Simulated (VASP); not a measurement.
Here is a VASP 6.6.1 calculation.

Contents of INCAR:

```
SYSTEM = Bi
  PREC = Accurate
  ENCUT = 520
  EDIFF = 1E-7
  ISMEAR = 0
  SIGMA = 0.1
  LREAL = .False.
  LASPH = .True.
  NELM = 80
  ALGO = Fast
  ISIF = 2
  LWAVE = .False.
  LCHARG = .True.
  GGA = PE
  LELF = .True.
  LVHAR = .True.
  NBANDS = 22
```

KPOINTS

```
regular mesh
0
Gamma
  10 18 16
  0 0 0
```

The input POSCAR:

```
Bi
1.0
    6.6128263443      0.0000000000      0.0000000000
    0.0000000000      3.2986569738      0.0000000000
    0.0000000000      0.0000000000      3.3088021411
Bi
2
Direct
    0.2500000000      0.0000000000      0.4828248520
    0.7500000000      0.0000000000      0.5171751480
```

Potentials or basis: VASP PAW PBE potentials, release 64 (Bi_d).

Launch:

```bash
$ cat potpaw_PBE.64/Bi_d/POTCAR > POTCAR
$ mpirun -np 1 vasp_std > vasp.out
```

Question: Estimate the pressure.

Answer: -1.2 GPa.

Question: What does it give for the band gap on the k mesh?

Answer: Zero (bands 15 and 16 overlap by 5.94 eV).

Stress tensor (GPa, compression positive):
```
-1.28  0.00  0.00
 0.00 -1.20  0.00
 0.00  0.00 -1.14
```

Caveat: spin-orbit coupling is left out, which moves the levels of the heavy elements.
